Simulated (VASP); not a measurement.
Here is a VASP 6.6.1 calculation.

INCAR

```
SYSTEM = SiC5
PREC = Accurate ; ENCUT = 600
EDIFF = 1E-6 ; ISMEAR = 0
SIGMA = 0.1 ; LREAL = .False.
LASPH = .True. ; NELM = 80
ALGO = Normal ; ISIF = 3
LWAVE = .False. ; LCHARG = .False.
GGA = PE ; IBRION = 2
NSW = 90 ; EDIFFG = -0.04
```

KPOINTS

```
Automatic mesh
0
Gamma
  6 6 4
  0 0 0
```

POSCAR

```
SiC5
1.0
    4.7384432200      0.0000000000      0.0000000000
   -2.3692216100      4.1036122000      0.0000000000
    0.0000000000      0.0000000000      4.0765093400
Si C
1 5
Direct
    0.0000000000      0.0000000000      0.0000000000
    0.0000000000      0.6666666700      0.0000000000
    0.6666666700      0.0000000000      0.0000000000
    0.3333333300      0.3333333300      0.0000000000
    0.3333333300      0.6666666700      0.0000000000
    0.6666666700      0.3333333300      0.0000000000
```

Potentials or basis: VASP PAW PBE potentials, release 64 (Si, C).

Command:

```sh
$ cat potpaw_PBE.64/Si/POTCAR potpaw_PBE.64/C/POTCAR > POTCAR
$ mpirun -np 1 vasp_std > vasp.out
```

(1) Estimate the relaxed volume.

(2) Predict the space group after relaxing (to 0.05 Å).

## Answers

(1) 12.74 Å³/atom.

(2) P-62m (No. 189).

Caveat: the k points lie up to 0.38 Å⁻¹ apart in the final cell.
